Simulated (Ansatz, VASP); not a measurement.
## Two plane-wave programs on CsH2

```xyz
6
Lattice="6.4605 0.0000 0.0000 0.0000 6.4605 0.0000 0.0000 0.0000 6.4605" Properties=species:S:1:pos:R:3 pbc="T T T"
Cs    0.0000    0.0000    0.0000
Cs    3.2303    3.2303    3.2303
H     1.6151    1.6151    1.6151
H     1.6151    4.8454    4.8454
H     4.8454    4.8454    1.6151
H     4.8454    1.6151    4.8454
```

Change from the starting cell: species swapped into the Au2S type (Pn-3m, No. 224).

Alike in both runs: functional PBE; k mesh 4 × 4 × 4; occupations gaussian, width 0.1 eV; no spin polarisation.

Ansatz relaxed the structure, and its values are those at the end. VASP's run is a single point on that final structure, the one shown.

|  | VASP | Ansatz |
| --- | --- | --- |
| version | VASP 6.6.1 | Ansatz 0.2.0 |
| potentials or method | VASP PAW PBE potentials, release 64 (Cs_sv, H), cutoff 520 eV | scalar-relativistic, plane waves, PAW |
| valence electrons in the cell | 22 | 22 |

```csv
,VASP,Ansatz,Ansatz less VASP
gap on the k mesh at the Fermi level (eV),none,none,-
pressure (GPa),0.1,0.1,0.00
```

A gap of «none» marks a metal or a gap that the smearing closes. With one functional, cell and mesh, what is left measures potentials, basis and numerics.

Spin-orbit coupling is off throughout.
